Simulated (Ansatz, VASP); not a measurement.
One calculation of ZnS, two programs

```
CELL_PARAMETERS angstrom
3.78224 0.00000 0.00000
-1.89112 3.27551 0.00000
0.00000 0.00000 6.20818
ATOMIC_POSITIONS crystal
Zn 0.33333 0.66667 0.94379
Zn 0.66667 0.33333 0.44379
S 0.33333 0.66667 0.43121
S 0.66667 0.33333 0.93121
```

Change from the starting cell: polar distortion scaled by 0.10.

Alike in both runs: task single point; functional r2SCAN; k mesh 9 × 9 × 6; no spin polarisation.

|  | VASP | Ansatz |
| --- | --- | --- |
| version | VASP 6.6.1 | Ansatz 0.2.0 |
| potentials or method | VASP PAW PBE potentials, release 64 (Zn, S), cutoff 520 eV | scalar-relativistic, plane waves, PAW |
| occupations | gaussian, width 0.01 eV | fixed |
| valence electrons in the cell | 36 | 36 |

```csv
,VASP,Ansatz,Ansatz less VASP
gap on the k mesh at the Fermi level (eV),3.17,3.16,-0.019
least direct gap on the mesh (eV),3.17,3.16,-0.019
pressure (GPa),7.6,7.4,-0.16
"traceless stress, the component that is largest in VASP (GPa)",-6.88,-6.71,+0.166
rms of the force components (eV/Å),0.134,0.128,-0.0060
```

VASP's potentials were made for PBE, not for r2SCAN. Atom by atom the forces differ by 0.006 eV/Å (rms over components).
